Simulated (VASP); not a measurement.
TiO2: relaxation of shape and atoms at fixed volume with PBE+U

Crystal: TiO2.

```
Ti O
1.0
    -1.86743    1.86743    4.64795
     1.86743   -1.86743    4.64795
     1.86743    1.86743   -4.64795
Ti O
2 4
Direct
  0.00000 0.00000 0.00000
  0.75000 0.25000 0.50000
  0.21012 0.21012 0.00000
  0.96012 0.46012 0.50000
  0.53988 0.03988 0.50000
  0.78988 0.78988 0.00000
```

This cell differs from its parent crystal: volume scaled by 0.91.

```yaml
Program: VASP 6.6.1
Task: relaxation of shape and atoms at fixed volume
Functional: PBE
Potentials_or_basis: VASP PAW PBE potentials, release 64 (Ti_sv, O)
Cutoff: 600 eV
k_mesh: 8 × 8 × 8
Occupations: gaussian, width 0.02 eV
Spin: no spin polarisation
Hubbard_terms: Ti d U = 4.0 eV
Dipole_correction: no
Further_INCAR_settings: ALGO = Normal; EDIFF = 1e-06; IBRION = 2; EDIFFG = -0.01; NSW = 50; ISIF = 4
```

- Energy gained by relaxing: 9.7 meV/atom
- Ionic steps: 6
- Pressure after relaxing: 21.0 GPa
- Largest force after relaxing: 0.005 eV/Å
- Band gap on the k mesh: 2.45 eV, indirect (least direct gap 3.04 eV)

Forces on the atoms (eV/Å):
```
Ti   0.000  0.000  0.000
Ti   0.000  0.000  0.000
O    0.000  0.000 -0.005
O    0.000  0.000 -0.005
O    0.000  0.000  0.005
O    0.000  0.000  0.005
```

The path:
```
step  energy change (eV)  largest force (eV/Å)  pressure (GPa)  volume (Å³)
   1              0.0000                0.3946           25.65        64.84
   2             -0.0214                0.1069           24.40        64.84
   3             -0.0256                0.0810           23.55        64.84
   4             -0.0384                0.0660           22.99        64.84
   5             -0.0580                0.0134           21.35        64.84
   6             -0.0584                0.0045           21.05        64.84
```

Final structure:
```yaml
crystal:
  lattice:
    - [-1.89559, 1.89559, 4.51087]
    - [1.89559, -1.89559, 4.51087]
    - [1.89559, 1.89559, -4.51087]
  atoms:
    - { symbol: Ti, position: [0.00000, 0.00000, 0.00000] }
    - { symbol: Ti, position: [0.75000, 0.25000, 0.50000] }
    - { symbol: O, position: [0.21731, 0.21731, 0.00000] }
    - { symbol: O, position: [0.96731, 0.46731, 0.50000] }
    - { symbol: O, position: [0.53269, 0.03269, 0.50000] }
    - { symbol: O, position: [0.78269, 0.78269, 0.00000] }
```

Levels at points of the mesh, in eV from the valence-band top:
```tsv
k point	band 22	band 23	band 24	band 25	band 26	band 27
(0.00, 0.00, 0.00)	-0.74	-0.71	-0.71	2.45	3.46	3.99
(0.50, 0.00, 0.00)	-1.17	-1.13	-0.74	3.68	3.77	4.07
(0.50, 0.50, 0.00)	-2.37	0.00	0.00	4.10	4.10	4.46
(0.50, 0.50, 0.50)	-1.51	-0.39	-0.39	2.93	2.93	3.97
```

Eigenvalues of the final occupation matrices:
```
    site  spin  trace               eigenvalues
site 1 d     1   0.84  0.10 0.10 0.11 0.26 0.27
site 1 d     2   0.84  0.10 0.10 0.11 0.26 0.27
site 2 d     1   0.84  0.10 0.10 0.11 0.26 0.27
site 2 d     2   0.84  0.10 0.10 0.11 0.26 0.27
```

Run time: 19 min on 1 thread of Intel Xeon 6975P-C, on a shared host, peak memory 0.39 GiB.

Caveat: the cell differs from its parent crystal (volume scaled by 0.91). A k mesh can miss the band edges.
